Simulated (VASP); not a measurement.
# AlRu (P4/mmm) in VASP: further runs, part 3 of 3

VASP 6.6.1.

### 4 Single point, PBE (strain +0.0200 x Voigt [0, 0, 1, 0, 0, 0])

INCAR reads:

```
  ALGO = Fast
  EDIFF = 1E-6
  ENCUT = 520
  GGA = PE
  ISIF = 2
  ISMEAR = 0
  LASPH = T
  LCHARG = F
  LREAL = F
  LWAVE = F
  NBANDS = 16
  NELM = 60
  PREC = Accurate
  SIGMA = 0.15
```

KPOINTS reads:

```
k-points
0
Gamma
  16 16 16
```

POSCAR reads:

```
AlRu
1.0
    2.9916000000      0.0000000000      0.0000000000
    0.0000000000      2.9916000000      0.0000000000
    0.0000000000      0.0000000000      3.0514320000
Al Ru
1 1
Direct
    0.0000000000      0.0000000000      0.0000000000
    0.5000000000      0.5000000000      0.5000000000
```

Potentials or basis: VASP PAW PBE potentials, release 64 (Al, Ru_pv).

Started as:

```console
> cat potpaw_PBE.64/Al/POTCAR potpaw_PBE.64/Ru_pv/POTCAR > POTCAR
> mpirun -np 1 vasp_std > vasp.out
```

OUTCAR:

```text
EDIFF = 1E-6
   ENCUT = 520
   GGA = PE
   ISIF = 2
   ISMEAR = 0
   LASPH = T
   LREAL = F
   NELM = 60
   PREC = Accurate

 ion  position               nearest neighbor table
   1  0.000  0.000  0.000-   2 2.61   2 2.61   2 2.61   2 2.61   2 2.61   2 2.61   2 2.61   2 2.61

   2  0.500  0.500  0.500-   1 2.61   1 2.61   1 2.61   1 2.61   1 2.61   1 2.61   1 2.61   1 2.61

  LATTYP: Found a simple tetragonal cell.
 ALAT       =     2.9916000000
 C/A-ratio  =     1.0200000000

  Lattice vectors:

 A1 = (   2.9916000000,   0.0000000000,   0.0000000000)
 A2 = (   0.0000000000,   2.9916000000,   0.0000000000)
 A3 = (   0.0000000000,   0.0000000000,   3.0514320000)

Analysis of symmetry for initial positions (statically):
=====================================================================
 Subroutine PRICEL returns:
 Original cell was already a primitive cell.

 Routine SETGRP: Setting up the symmetry group for a
 simple tetragonal supercell.

 Subroutine GETGRP returns: Found 16 space group operations
 (whereof 16 operations were pure point group operations)
 out of a pool of 16 trial point group operations.

The static configuration has the point symmetry D_4h.

Analysis of symmetry for dynamics (positions and initial velocities):
=====================================================================
 Subroutine PRICEL returns:
 Original cell was already a primitive cell.

 Routine SETGRP: Setting up the symmetry group for a
 simple tetragonal supercell.

 Subroutine GETGRP returns: Found 16 space group operations
 (whereof 16 operations were pure point group operations)
 out of a pool of 16 trial point group operations.

The dynamic configuration has the point symmetry D_4h.

 Subroutine INISYM returns: Found 16 space group operations
 (whereof 16 operations are pure point group operations),
 and found     1 'primitive' translations

----------------------------------------------------------------------------------------

                                     Primitive cell

  volume of cell :      27.3093

  direct lattice vectors                    reciprocal lattice vectors
     2.991600000  0.000000000  0.000000000     0.334269287  0.000000000  0.000000000
     0.000000000  2.991600000  0.000000000     0.000000000  0.334269287  0.000000000
     0.000000000  0.000000000  3.051432000     0.000000000  0.000000000  0.327714988

  length of vectors
     2.991600000  2.991600000  3.051432000     0.334269287  0.334269287  0.327714988

  position of ions in fractional coordinates (direct lattice)
     0.000000000  0.000000000  0.000000000
     0.500000000  0.500000000  0.500000000

  ion indices of the primitive-cell ions
   primitive index   ion index
                 1           1
                 2           2

----------------------------------------------------------------------------------------

 KPOINTS: k-points

Automatic generation of k-mesh.
 Grid dimensions read from file:
 generate k-points for:   16   16   16

 Generating k-lattice:

  Cartesian coordinates                     Fractional coordinates (reciprocal lattice)
     0.020891830  0.000000000  0.000000000     0.062500000  0.000000000  0.000000000
     0.000000000  0.020891830  0.000000000     0.000000000  0.062500000  0.000000000
     0.000000000  0.000000000  0.020482187     0.000000000  0.000000000  0.062500000

  Length of vectors
     0.020891830  0.020891830  0.020482187

  Shift w.r.t. Gamma in fractional coordinates (k-lattice)
     0.000000000  0.000000000  0.000000000

 Subroutine IBZKPT returns following result:
 ===========================================

 Found    405 irreducible k-points:

 Following reciprocal coordinates:
            Coordinates               Weight
  0.000000  0.000000  0.000000      1.000000
  0.062500  0.000000  0.000000      4.000000
  0.125000  0.000000  0.000000      4.000000
  0.187500  0.000000  0.000000      4.000000
  0.250000  0.000000  0.000000      4.000000
  0.312500  0.000000  0.000000      4.000000
[... 16 lines left out ...]
  0.437500  0.125000  0.000000      8.000000
  0.500000  0.125000  0.000000      4.000000
 [... further k-points ...]
   k-points           NKPTS =    405   k-points in BZ     NKDIM =    405   number of bands    NBANDS=     16
   number of dos      NEDOS =    301   number of ions     NIONS =      2
   total plane-waves  NPLWV =  13824
   dimension x,y,z NGX =    24 NGY =   24 NGZ =   24
   dimension x,y,z NGXF=    48 NGYF=   48 NGZF=   48
   ions per type =               1   1
   NGX,Y,Z   is equivalent  to a cutoff of  13.34, 13.34, 13.08 a.u.
   NGXF,Y,Z  is equivalent  to a cutoff of  26.67, 26.67, 26.15 a.u.
 SYSTEM =  unknown system
   PREC   = accura    normal or accurate (medium, high low for compatibility)
   ISTART =      0    job   : 0-new  1-cont  2-samecut
   ICHARG =      2    charge: 1-file 2-atom 10-const
   ISPIN  =      1    spin polarized calculation?
   LNONCOLLINEAR =      F non collinear calculations
   LSORBIT =      F    spin-orbit coupling
   LASPH  =      T    aspherical Exc in radial PAW
   ENCUT  =  520.0 eV  38.22 Ry    6.18 a.u.   5.56  5.56  5.67*2*pi/ulx,y,z
   NELM   =     60;   NELMIN=  2; NELMDL= -5     # of ELM steps
   EDIFF  = 0.1E-05   stopping-criterion for ELM
   LREAL  =      F    real-space projection
[... 7 lines left out ...]
   TEBEG  =    0.0;   TEEND  =   0.0 temperature during run
   PSTRESS=    0.0 pullay stress
   NELECT =      17.0000    total number of electrons
   NUPDOWN=      -1.0000    fix difference up-down
   EMIN   =  10.00;   EMAX   =-10.00  energy-range for DOS
   EFERMI =   0.00;   METHOD = LEGACY
   ISMEAR =     0;   SIGMA  =   0.15  broadening in eV -4-tet -1-fermi 0-gaus
   EFERMI_NEDOS =   21; number of points for ismear=-14 and -15
   IALGO  =     68    algorithm
   IMIX   =      4    mixing-type and parameters
     AMIX     =   0.40;   BMIX     =  1.00
     AMIX_MAG =   1.60;   BMIX_MAG =  1.00
  volume/ion in A,a.u.               =      13.65        92.15
  Fermi-wavevector in a.u.,A,eV,Ry     =   1.397830  2.641515 26.584798  1.953928
  Thomas-Fermi vector in A             =   2.521047
   LORBIT       =      0    0 simple, 1 ext, 2 COOP (PROOUT), +10 PAW based schemes
   GGA     = PE    functional components
   LHFCALC =     F    Hartree Fock is set to
   AEXX    =    0.0000 exact exchange contribution
   IVDW    =     0    specifies the selected vdW correction
   LEPSILON=     F    determine dielectric tensor
   LRPA    =     F    only Hartree local field effects (RPA)
 non-spin polarized calculation
 RMM-DIIS sequential band-by-band and
 Gauss-broadening in eV      SIGMA  =   0.15
  energy-cutoff  :      520.00
  volume of cell :       27.31
 maximum number of plane-waves:       751
 NGX is ok and might be reduce to    24
   NGX = 11   NGY = 11   NGZ = 11

 number of electron      16.9999997 magnetization

 Free energy of the ion-electron system (eV)
  ---------------------------------------------------
  ext. energy  EPLUGINS =         0.00000000
  ---------------------------------------------------
  free energy    TOTEN  =       -14.26284360 eV

  energy without entropy =      -14.24338033  energy(sigma->0) =      -14.25311196

 E-fermi :  10.4569     XC(G=0): -12.4647

 val. band max:       10.4564481232   @ k =   0.5000   0.4375   0.1250
 cond. band min:      10.4600873264   @ k =   0.5000   0.1250   0.0625
 fundamental gap:      0.0036392031
 Fermi energy:        10.4568896971

 k-point     1 :       0.0000    0.0000    0.0000
  band No.  band energies     occupation
      1     -31.3337      2.00000
      2     -31.3118      2.00000
      3     -31.3118      2.00000
      4       0.8804      2.00000
      5       6.9751      2.00000
      6       6.9843      2.00000
[... 8 lines left out ...]
     15      22.5711      0.00000
     16      25.1899      0.00000
[... 419 lines left out ...]
 k-point    24 :       0.5000    0.1250    0.0000
  band No.  band energies     occupation
      1     -31.5145      2.00000
      2     -31.3235      2.00000
      3     -31.3129      2.00000
      4       5.0079      2.00000
      5       5.0347      2.00000
      6       7.9537      2.00000
[... 8 lines left out ...]
     15      22.4006      0.00000
     16      22.5726      0.00000

 [... further k-points ...]

------------------------ aborting loop because EDIFF is reached ----------------------------------------

  FORCE on cell =-STRESS in cart. coord.  units (eV):
  Direction    XX          YY          ZZ          XY          YZ          ZX
  --------------------------------------------------------------------------------------
  -------------------------------------------------------------------------------------
  Total       -0.0662883     -0.0662883     -0.6101585      0.0000000      0.0000000     -0.0000000
  in kB       -3.8889914     -3.8889914    -35.7966611      0.0000000      0.0000000     -0.0000000
  external PRESSURE =     -14.5248813 kB  Pullay stress =       0.0000000 kB

 VOLUME and BASIS-vectors are now :
 -----------------------------------------------------------------------------
  energy-cutoff  :      520.00
  volume of cell :       27.31
      direct lattice vectors                 reciprocal lattice vectors
     2.991600000  0.000000000  0.000000000     0.334269287  0.000000000  0.000000000
     0.000000000  2.991600000  0.000000000     0.000000000  0.334269287  0.000000000
     0.000000000  0.000000000  3.051432000     0.000000000  0.000000000  0.327714988

 POSITION                                       TOTAL-FORCE (eV/Angst)
 -----------------------------------------------------------------------------------
      0.00000      0.00000      0.00000         0.000000      0.000000      0.000000
      1.49580      1.49580      1.52572         0.000000      0.000000      0.000000
 -----------------------------------------------------------------------------------
    total drift:                                0.000000     -0.000000     -0.000000

  FREE ENERGIE OF THE ION-ELECTRON SYSTEM (eV)
  ---------------------------------------------------
  free  energy   TOTEN  =       -14.2628435977 eV

  energy  without entropy=      -14.2433803277  energy(sigma->0) =      -14.25311196
```

stdout:

```text
POSCAR found type information on POSCAR AlRu
 POSCAR found :  2 types and       2 ions
 scaLAPACK will be used
 LDA part: xc-table for (Slater+PW92), standard interpolation
 POSCAR, INCAR and KPOINTS ok, starting setup
 FFT: planning ... GRIDC
 FFT: planning ... GRID_SOFT
 FFT: planning ... GRID
 WAVECAR not read
 entering main loop
```

Run time: 69 s. Hardware: 1 thread of Intel Xeon 6975P-C, shared host; peak memory 0.28 GiB.

What came out:

```yaml
Free_energy: -14.2628 eV
Pressure: -1.5 GPa
```

Stress tensor (GPa, compression positive):
```
-0.39  0.00  0.00
 0.00 -0.39  0.00
 0.00  0.00 -3.58
```

Caveat: the cell differs from its parent crystal (strain +0.0200 x Voigt [0, 0, 1, 0, 0, 0]).

### 5 Single point, PBE (strain +0.0300 x Voigt [0, 0, 1, 0, 0, 0])

INCAR reads:

```
SYSTEM = AlRu
  PREC = Accurate
  ENCUT = 520
  EDIFF = 1E-7
  ISMEAR = 0
  SIGMA = 0.15
  LREAL = .FALSE.
  LASPH = .TRUE.
  NELM = 60
  ALGO = Fast
  ISIF = 2
  LWAVE = .FALSE.
  LCHARG = .FALSE.
  GGA = PE
  NBANDS = 16
```

KPOINTS reads:

```
regular mesh
0
G
  16 16 16
  0 0 0
```

POSCAR, as its differences from that of step 4:

```diff
@@ -4,3 +4,3 @@
     0.0000000000      2.9916000000      0.0000000000
-    0.0000000000      0.0000000000      3.0514320000
+    0.0000000000      0.0000000000      3.0813480000
 Al Ru
```

Started as:

```console
> cat potpaw_PBE.64/Al/POTCAR potpaw_PBE.64/Ru_pv/POTCAR > POTCAR
> mpirun -np 1 vasp_std > vasp.out
```

Wall time 95 s (1 thread of Intel Xeon 6975P-C, shared host); peak memory 0.28 GiB.

The run converged. Its results:

```yaml
Free_energy: -14.2547 eV
Pressure: -3.3 GPa
```

Stress tensor (GPa, compression positive):
```
-1.76  0.00  0.00
 0.00 -1.76  0.00
 0.00  0.00 -6.34
```

Levels at points of the mesh, in eV from the Fermi level:
```csv
k point,band 6,band 7,band 8,band 9,band 10,band 11,band 12,band 13
"(0.00, 0.00, 0.00)",-3.42,0.10,0.10,0.27,5.34,6.22,6.22,10.73
"(0.50, 0.00, 0.00)",-2.63,-1.78,-1.45,0.36,2.33,7.42,10.36,11.12
"(0.50, 0.50, 0.00)",-1.30,-1.30,-1.26,-1.26,1.57,5.36,6.03,9.91
"(0.00, 0.00, 0.50)",-2.73,-1.44,-1.44,0.47,1.84,7.47,11.11,11.11
"(0.50, 0.00, 0.50)",-1.51,-1.31,-1.08,-1.00,1.37,4.99,5.85,10.57
"(0.50, 0.50, 0.50)",-4.47,1.43,1.64,2.38,3.94,4.11,4.11,8.10
```

Caveat: the cell differs from its parent crystal (strain +0.0300 x Voigt [0, 0, 1, 0, 0, 0]).

### 6 Summary

```tsv
cell	further INCAR settings	gap on the mesh (eV)	pressure (GPa)
a = 2.992, b = 2.992, c = 2.962 Å, 2 atoms	ALGO = Fast; EDIFF = 1e-07; NBANDS = 16	none	4.8
a = 2.992, b = 2.992, c = 3.022 Å, 2 atoms	ALGO = Fast; EDIFF = 1e-06; NBANDS = 16	none	0.5
a = 2.992, b = 2.992, c = 3.051 Å, 2 atoms	ALGO = Fast; EDIFF = 1e-06; NBANDS = 16	none	-1.5
a = 2.992, b = 2.992, c = 3.081 Å, 2 atoms	ALGO = Fast; EDIFF = 1e-07; NBANDS = 16	none	-3.3
```

Alike in all rows: task single point; level PBE; potentials or basis VASP PAW PBE potentials, release 64 (Al, Ru_pv); no spin polarisation; k mesh 16 × 16 × 16; cutoff (eV) 520; smearing gaussian 0.15 eV.

Absolute energies hang on the potentials; compare differences alone.
